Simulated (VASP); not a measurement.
BAs:

```
B As
1.0
     5.60478    0.00000    0.00000
     0.00000    5.60478    0.00000
     0.00000    0.00000    3.05972
B As
4 4
Cartesian
  3.7510 3.7510 1.5299
  0.9486 4.6562 0.7649
  1.8538 1.8538 0.0000
  4.6562 0.9486 2.2948
  4.6562 4.6562 0.0000
  1.8538 3.7510 2.2948
  0.9486 0.9486 1.5299
  3.7510 1.8538 0.7649
```

```yaml
Program: VASP 6.6.1
Task: relaxation of cell and atoms
Functional: PBE
Potentials_or_basis: VASP PAW PBE potentials, release 64 (B, As)
Cutoff: 600 eV
k_mesh: 4 × 4 × 6
Occupations: gaussian, width 0.1 eV
Spin: no spin polarisation
```

At the start: pressure 27.5 GPa; volume 12.01 Å³/atom.

Problem. How do energy, volume and symmetry change on relaxing?

Solution. Over 7 steps the energy falls by 174.6 meV/atom and the volume is 14.04 Å³/atom (+16.9 %); space group P4_12_12 (No. 92, to 0.05 Å).

The path:
```tsv
step	energy change (eV)	largest force (eV/Å)	pressure (GPa)	volume (Å³)
1	0.0000	0.8080	27.48	96.12
2	-0.6711	0.0299	-12.21	127.57
3	-1.3876	0.2615	-0.52	112.66
4	-1.3878	0.2690	-0.12	112.31
5	-1.3966	0.0335	0.17	112.12
6	-1.3967	0.0220	0.15	112.13
7	-1.3970	0.0185	-0.10	112.31
```

Final structure:
```
CELL_PARAMETERS angstrom
5.83463 0.00000 0.00000
0.00000 5.83463 0.00000
0.00000 0.00000 3.29916
ATOMIC_POSITIONS crystal
B 0.67186 0.67186 0.50000
B 0.17186 0.82814 0.25000
B 0.32814 0.32814 0.00000
B 0.82814 0.17186 0.75000
As 0.82645 0.82645 0.00000
As 0.32645 0.67355 0.75000
As 0.17355 0.17355 0.50000
As 0.67355 0.32645 0.25000
```

Caveat: the volume moved by over 15 % at a fixed basis, so the end points are rough.
